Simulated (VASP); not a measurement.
# Al2Cu (I4/mcm) in VASP: a series of runs, part 3 of 4

VASP 6.6.1. The steps go on from the part before.

## Step 4: Single point, PBEsol

This run uses another cell than the first one, of 16.57 Å³/atom.

Input file INCAR:

```
SYSTEM = Al2Cu
  ALGO = Fast
  EDIFF = 1E-6
  ENCUT = 520
  GGA = PS
  ISIF = 2
  ISMEAR = 0
  LASPH = .TRUE.
  LCHARG = .FALSE.
  LREAL = .FALSE.
  LWAVE = .FALSE.
  NBANDS = 26
  NELM = 80
  PREC = Accurate
  SIGMA = 0.15
```

Input file KPOINTS:

```
k-points
0
G
  10 10 10
  0 0 0
```

Input file POSCAR:

```
Al2Cu
1.0
   -3.1463500000      3.1463500000      2.5103500000
    3.1463500000     -3.1463500000      2.5103500000
    3.1463500000      3.1463500000     -2.5103500000
Al Cu
4 2
Direct
    0.1593210787      0.6593210787      0.8186421574
    0.6593210787      0.8406789213      0.5000000000
    0.8406789213      0.3406789213      0.1813578426
    0.3406789213      0.1593210787      0.5000000000
    0.7500000000      0.7500000000      0.0000000000
    0.2500000000      0.2500000000      0.0000000000
```

Potentials or basis: VASP PAW PBE potentials, release 64 (Al, Cu).

The run is started by

```
cat potpaw_PBE.64/Al/POTCAR potpaw_PBE.64/Cu/POTCAR > POTCAR
mpirun -np 1 vasp_std > vasp.out
```

OUTCAR:

```text
SYSTEM = Al2Cu
   EDIFF = 1E-6
   ENCUT = 520
   GGA = PS
   ISIF = 2
   ISMEAR = 0
   LASPH = .TRUE.
   LREAL = .FALSE.
   NELM = 80
   PREC = Accurate

 ion  position               nearest neighbor table
   1  0.159  0.659  0.819-   5 2.68   6 2.68   5 2.68   6 2.68   3 2.84   3 2.98   3 2.98   4 3.21
                             2 3.21   2 3.21   4 3.21   4 3.35   2 3.35   2 3.35   4 3.35
   2  0.659  0.841  0.500-   6 2.68   5 2.68   5 2.68   6 2.68   4 2.84   4 2.98   4 2.98   3 3.21
                             1 3.21   1 3.21   3 3.21   1 3.35   3 3.35   1 3.35   3 3.35
   3  0.841  0.341  0.181-   5 2.68   6 2.68   5 2.68   6 2.68   1 2.84   1 2.98   1 2.98   2 3.21
                             4 3.21   4 3.21   2 3.21   4 3.35   2 3.35   4 3.35   2 3.35
   4  0.341  0.159  0.500-   5 2.68   6 2.68   6 2.68   5 2.68   2 2.84   2 2.98   2 2.98   3 3.21
                             1 3.21   1 3.21   3 3.21   1 3.35   3 3.35   3 3.35   1 3.35
   5  0.750  0.750  0.000-   6 2.51   6 2.51   4 2.68   2 2.68   4 2.68   2 2.68   1 2.68   3 2.68
                             3 2.68   1 2.68
   6  0.250  0.250  0.000-   5 2.51   5 2.51   2 2.68   4 2.68   2 2.68   4 2.68   3 2.68   1 2.68
                             1 2.68   3 2.68

  LATTYP: Found a body centered tetragonal cell.
 ALAT       =     6.2927000000
 C/A-ratio  =     0.7978610136

  Lattice vectors:

 A1 = (  -3.1463500000,   3.1463500000,   2.5103500000)
 A2 = (   3.1463500000,  -3.1463500000,   2.5103500000)
 A3 = (   3.1463500000,   3.1463500000,  -2.5103500000)

Analysis of symmetry for initial positions (statically):
=====================================================================
 Subroutine PRICEL returns:
 Original cell was already a primitive cell.

 Routine SETGRP: Setting up the symmetry group for a
 body centered tetragonal supercell.

 Subroutine GETGRP returns: Found 16 space group operations
 (whereof  8 operations were pure point group operations)
 out of a pool of 16 trial point group operations.

The static configuration has the point symmetry C_4h.
 The point group associated with its full space group is D_4h.

Analysis of symmetry for dynamics (positions and initial velocities):
=====================================================================
 Subroutine PRICEL returns:
 Original cell was already a primitive cell.

 Routine SETGRP: Setting up the symmetry group for a
 body centered tetragonal supercell.

 Subroutine GETGRP returns: Found 16 space group operations
 (whereof  8 operations were pure point group operations)
 out of a pool of 16 trial point group operations.

The dynamic configuration has the point symmetry C_4h.
 The point group associated with its full space group is D_4h.

 Subroutine INISYM returns: Found 16 space group operations
 (whereof  8 operations are pure point group operations),
 and found     1 'primitive' translations

----------------------------------------------------------------------------------------

                                     Primitive cell

  volume of cell :      99.4050

  direct lattice vectors                    reciprocal lattice vectors
    -3.146350000  3.146350000  2.510350000     0.000000000  0.158914298  0.199175414
     3.146350000 -3.146350000  2.510350000     0.158914298  0.000000000  0.199175414
     3.146350000  3.146350000 -2.510350000     0.158914298  0.158914298  0.000000000

  length of vectors
     5.108903382  5.108903382  5.108903382     0.254803060  0.254803060  0.224738755

  position of ions in fractional coordinates (direct lattice)
     0.159321079  0.659321079  0.818642157
     0.659321079  0.840678921  0.500000000
[... 68 lines left out ...]
   number of dos      NEDOS =    301   number of ions     NIONS =      6
   total plane-waves  NPLWV =  64000
   dimension x,y,z NGX =    40 NGY =   40 NGZ =   40
   dimension x,y,z NGXF=    80 NGYF=   80 NGZF=   80
   ions per type =               4   2
   NGX,Y,Z   is equivalent  to a cutoff of  13.02, 13.02, 13.02 a.u.
   NGXF,Y,Z  is equivalent  to a cutoff of  26.03, 26.03, 26.03 a.u.
 SYSTEM =  Al2Cu
   PREC   = accura    normal or accurate (medium, high low for compatibility)
   ISTART =      0    job   : 0-new  1-cont  2-samecut
   ICHARG =      2    charge: 1-file 2-atom 10-const
   ISPIN  =      1    spin polarized calculation?
   LNONCOLLINEAR =      F non collinear calculations
   LSORBIT =      F    spin-orbit coupling
   LASPH  =      T    aspherical Exc in radial PAW
   ENCUT  =  520.0 eV  38.22 Ry    6.18 a.u.   9.50  9.50  9.50*2*pi/ulx,y,z
   NELM   =     80;   NELMIN=  2; NELMDL= -5     # of ELM steps
   EDIFF  = 0.1E-05   stopping-criterion for ELM
   LREAL  =      F    real-space projection
   EDIFFG = 0.1E-04   stopping-criterion for IOM
   NSW    =      0    number of steps for IOM
   IBRION =     -1    ionic relax: 0-MD 1-quasi-New 2-CG
   NFREE  =      0    steps in history (QN), initial steepest desc. (CG)
   ISIF   =      2    stress and relaxation
   ISYM   =      2    0-nonsym 1-usesym 2-fastsym
   POTIM  = 0.5000    time-step for ionic-motion
   TEBEG  =    0.0;   TEEND  =   0.0 temperature during run
   PSTRESS=    0.0 pullay stress
   NELECT =      34.0000    total number of electrons
   NUPDOWN=      -1.0000    fix difference up-down
   EMIN   =  10.00;   EMAX   =-10.00  energy-range for DOS
   EFERMI =   0.00;   METHOD = LEGACY
   ISMEAR =     0;   SIGMA  =   0.15  broadening in eV -4-tet -1-fermi 0-gaus
   EFERMI_NEDOS =   21; number of points for ismear=-14 and -15
   IALGO  =     68    algorithm
   IMIX   =      4    mixing-type and parameters
     AMIX     =   0.40;   BMIX     =  1.00
     AMIX_MAG =   1.60;   BMIX_MAG =  1.00
  volume/ion in A,a.u.               =      16.57       111.80
  Fermi-wavevector in a.u.,A,eV,Ry     =   1.144893  2.163535 17.834255  1.310781
  Thomas-Fermi vector in A             =   2.281584
   LORBIT       =      0    0 simple, 1 ext, 2 COOP (PROOUT), +10 PAW based schemes
   GGA     = PS    functional components
   LHFCALC =     F    Hartree Fock is set to
   AEXX    =    0.0000 exact exchange contribution
   IVDW    =     0    specifies the selected vdW correction
   LEPSILON=     F    determine dielectric tensor
   LRPA    =     F    only Hartree local field effects (RPA)
 non-spin polarized calculation
 RMM-DIIS sequential band-by-band and
 Gauss-broadening in eV      SIGMA  =   0.15
  energy-cutoff  :      520.00
  volume of cell :       99.41
 maximum number of plane-waves:      2701
 NGX is ok and might be reduce to    40
   NGX = 19   NGY = 19   NGZ = 19

 number of electron      34.0000008 magnetization

 Free energy of the ion-electron system (eV)
  ---------------------------------------------------
  ext. energy  EPLUGINS =         0.00000000
  ---------------------------------------------------
  free energy    TOTEN  =       -25.55029308 eV

  energy without entropy =      -25.52662394  energy(sigma->0) =      -25.53845851

 E-fermi :   6.7560     XC(G=0): -10.5079

 val. band max:        6.7500741256   @ k =   0.3000   0.2000   0.2000
 cond. band min:       6.7588130069   @ k =  -0.2000   0.2000   0.2000
 fundamental gap:      0.0087388813
 Fermi energy:         6.7559657359

 k-point     1 :       0.0000    0.0000    0.0000
  band No.  band energies     occupation
      1      -3.2479      2.00000
      2       1.8966      2.00000
      3       2.1602      2.00000
      4       2.1602      2.00000
      5       2.1711      2.00000
      6       2.9691      2.00000
[... 685 lines left out ...]
     25      13.1908      0.00000
     26      13.2313      0.00000

 [... further k-points ...]

------------------------ aborting loop because EDIFF is reached ----------------------------------------

  FORCE on cell =-STRESS in cart. coord.  units (eV):
  Direction    XX          YY          ZZ          XY          YZ          ZX
  --------------------------------------------------------------------------------------
  -------------------------------------------------------------------------------------
  Total       -6.8933716     -6.8933716     -6.3361099      0.0000000      0.0000000      0.0000000
  in kB     -111.1050864   -111.1050864   -102.1233259      0.0000000      0.0000000      0.0000000
  external PRESSURE =    -108.1111662 kB  Pullay stress =       0.0000000 kB

 VOLUME and BASIS-vectors are now :
 -----------------------------------------------------------------------------
  energy-cutoff  :      520.00
  volume of cell :       99.41
      direct lattice vectors                 reciprocal lattice vectors
    -3.146350000  3.146350000  2.510350000     0.000000000  0.158914298  0.199175414
     3.146350000 -3.146350000  2.510350000     0.158914298  0.000000000  0.199175414
     3.146350000  3.146350000 -2.510350000     0.158914298  0.158914298  0.000000000

 POSITION                                       TOTAL-FORCE (eV/Angst)
 -----------------------------------------------------------------------------------
      4.14891      1.00256      0.00000         0.037160      0.037160     -0.000000
      2.14379      1.00256      2.51035        -0.037160      0.037160      0.000000
     -1.00256      2.14379      2.51035        -0.037160     -0.037160      0.000000
      1.00256      2.14379      0.00000         0.037160     -0.037160      0.000000
      0.00000      0.00000      3.76552        -0.000000     -0.000000      0.000000
      0.00000      0.00000      1.25517         0.000000     -0.000000      0.000000
 -----------------------------------------------------------------------------------
    total drift:                               -0.000000     -0.000000      0.000000

  FREE ENERGIE OF THE ION-ELECTRON SYSTEM (eV)
  ---------------------------------------------------
  free  energy   TOTEN  =       -25.5502930829 eV

  energy  without entropy=      -25.5266239448  energy(sigma->0) =      -25.53845851
```

It took 3.5 min on 1 thread of Intel Xeon 6975P-C (Granite Rapids), shared host; peak memory 0.38 GiB.

What came out:

```
Free energy            : -25.5503 eV
Pressure               : -10.8 GPa
Largest force          : 0.053 eV/Å
Band gap on the k mesh : zero (bands 17 and 18 overlap by 4.12 eV)
```

Forces in eV/Å, atoms in the order of the input:
```
Al   0.037  0.037  0.000
Al  -0.037  0.037  0.000
Al  -0.037 -0.037  0.000
Al   0.037 -0.037  0.000
Cu   0.000  0.000  0.000
Cu   0.000  0.000  0.000
```

Caveat: the cell stands under tension; the PAW data sets were made with another functional, which shifts forces and pressure a little.

## Step 5: Single point, PBEsol

This run uses another cell than the first one, of 16.73 Å³/atom.

Input file INCAR:

```
SYSTEM = Al2Cu
PREC = Accurate
ENCUT = 520
EDIFF = 1E-6
ISMEAR = 0
SIGMA = 0.15
LREAL = .FALSE.
LASPH = .TRUE.
NELM = 60
ALGO = Fast
ISIF = 2
LWAVE = .FALSE.
LCHARG = .TRUE.
GGA = PS
LELF = .TRUE.
LVHAR = .TRUE.
NBANDS = 26
```

Input file KPOINTS:

```
regular mesh
0
G
  10 10 10
  0 0 0
```

Edit POSCAR of step 4 so:

```diff
@@ -2,5 +2,5 @@
 1.0
-   -3.1463500000      3.1463500000      2.5103500000
-    3.1463500000     -3.1463500000      2.5103500000
-    3.1463500000      3.1463500000     -2.5103500000
+   -3.1463500000      3.1463500000      2.5345000000
+    3.1463500000     -3.1463500000      2.5345000000
+    3.1463500000      3.1463500000     -2.5345000000
 Al Cu
```

The run is started by

```
cat potpaw_PBE.64/Al/POTCAR potpaw_PBE.64/Cu/POTCAR > POTCAR
mpirun -np 1 vasp_std > vasp.out
```

Run time: 3.4 min. Hardware: 1 thread of Intel Xeon 6975P-C (Granite Rapids), shared host; peak memory 0.39 GiB.

The run converged. Its results:

| Quantity | Value |
| --- | --- |
| Free energy | -25.4864 eV |
| Pressure | -11.3 GPa |
| Largest force | 0.073 eV/Å |
| Band gap on the k mesh | zero (bands 17 and 18 overlap by 4.01 eV) |

Forces on the atoms (eV/Å):
```
Al   0.052  0.052  0.000
Al  -0.052  0.052  0.000
Al  -0.052 -0.052  0.000
Al   0.052 -0.052  0.000
Cu   0.000  0.000  0.000
Cu   0.000  0.000  0.000
```

Levels at points of the mesh, in eV from the Fermi level:
| k point | band 14 | band 15 | band 16 | band 17 | band 18 | band 19 | band 20 | band 21 |
| --- | --- | --- | --- | --- | --- | --- | --- | --- |
| (0.00, 0.00, 0.00) | -1.75 | -1.13 | -0.96 | -0.96 | -0.77 | -0.59 | 0.26 | 1.09 |
| (0.50, 0.00, 0.00) | -2.79 | -2.39 | -2.39 | 0.23 | 0.23 | 3.70 | 3.70 | 4.05 |
| (0.50, 0.50, 0.00) | -2.41 | -1.20 | -1.15 | -1.03 | -0.66 | 0.67 | 1.02 | 4.54 |
| (0.50, 0.50, 0.50) | -2.91 | -2.91 | -1.69 | 2.42 | 2.94 | 2.94 | 3.10 | 3.43 |

Caveat: the cell stands under tension; the PAW data sets were made with another functional, which shifts forces and pressure a little.

(Continued in part 4 of 4.)
